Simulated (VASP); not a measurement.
A run of VASP 6.6.1 is set up as follows.

Contents of INCAR:

```
SYSTEM = ZrMo3
PREC = Accurate
ENCUT = 500
EDIFF = 1E-6
ISMEAR = 0
SIGMA = 0.1
LREAL = .False.
LASPH = .True.
NELM = 120
ALGO = Normal
ISIF = 2
LWAVE = .False.
LCHARG = .True.
GGA = PE
LELF = .True.
LVHAR = .True.
NBANDS = 35
GGA_COMPAT = .False.
```

The input KPOINTS:

```
Automatic mesh
0
Gamma
  6 6 4
  0 0 0
```

POSCAR

```
ZrMo3
1.0
    4.6630344187      0.0000000000      0.0000000000
   -2.3315172094      4.0383062653      0.0000000000
    0.0000000000      0.0000000000      4.8192437738
Zr Mo
1 3
Direct
    0.0000000000      0.0000000000      0.0000000000
    0.0000000000      0.0000000000      0.5000000000
    0.3333333333      0.6666666667      0.0000000000
    0.6666666667      0.3333333333      0.0000000000
```

Potentials or basis: VASP PAW PBE potentials, release 64 (Zr_sv, Mo_sv).

Command:

```sh
$ cat potpaw_PBE.64/Zr_sv/POTCAR potpaw_PBE.64/Mo_sv/POTCAR > POTCAR
$ mpirun -np 1 vasp_std > vasp.out
```

Problem. Estimate the band gap on the k mesh.

Solution. Zero (bands 27 and 28 overlap by 1.04 eV).

Problem. Estimate the pressure.

Solution. 0.3 GPa.

Stress tensor (GPa, compression positive):
```
0.28 0.00 0.00
0.00 0.28 0.00
0.00 0.00 0.45
```
